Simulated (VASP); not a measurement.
Write the native input for VASP 6.6.1 that does the following.

```yaml
Task: single point
Functional: PBE
Potentials_or_basis: VASP PAW PBE potentials, release 64 (Cd, Se)
Cutoff: 500 eV
k_mesh: 4 × 4 × 4
Occupations: gaussian, width 0.01 eV
Spin: no spin polarisation
Dipole_correction: no
Further_INCAR_settings: ALGO = Normal; EDIFF = 1e-06; NBANDS = 16
```

The structure of CdSe lies in POSCAR:

```
CdSe
1.0
    0.0000000000      3.0524420594      3.0524420594
    3.0524420594      0.0000000000      3.0524420594
    3.0524420594      3.0524420594      0.0000000000
Cd Se
1 1
Direct
    0.0000000000      0.0000000000      0.0000000000
    0.2500000000      0.2500000000      0.2500000000
```

This cell differs from its parent crystal: strain -0.5%.

One way to write it, as run:

INCAR

```
PREC     = Accurate       # precision mode
ENCUT    = 500            # plane-wave cutoff, eV
EDIFF    = 1E-6           # SCF threshold, eV
ISMEAR   = 0              # smearing method
SIGMA    = 0.01           # smearing width, eV
LREAL    = F              # projectors in reciprocal space
LASPH    = T              # aspherical terms in the spheres
NELM     = 120            # most SCF steps
ALGO     = Normal         # electronic algorithm
ISIF     = 2              # what is computed and relaxed
LWAVE    = F              # write WAVECAR
LCHARG   = F              # write CHGCAR
GGA      = PE             # functional
NBANDS   = 16             # bands
GGA_COMPAT= F
```

KPOINTS

```
regular mesh
0
Gamma
  4 4 4
```

Potentials or basis: VASP PAW PBE potentials, release 64 (Cd, Se).

The run is started by

```bash
$ cat potpaw_PBE.64/Cd/POTCAR potpaw_PBE.64/Se/POTCAR > POTCAR
$ mpirun -np 1 vasp_std > vasp.out
```

Results of the run:

```
Pressure               : 2.7 GPa
Band gap on the k mesh : 0.57 eV, direct
```

Caveat: the k points lie up to 0.45 Å⁻¹ apart; the cell differs from its parent crystal (strain -0.5%).

It took 5.9 s on 1 thread of Intel(R) Xeon(R) Platinum 8488C (Sapphire Rapids), on a shared host, peak memory 0.17 GiB.
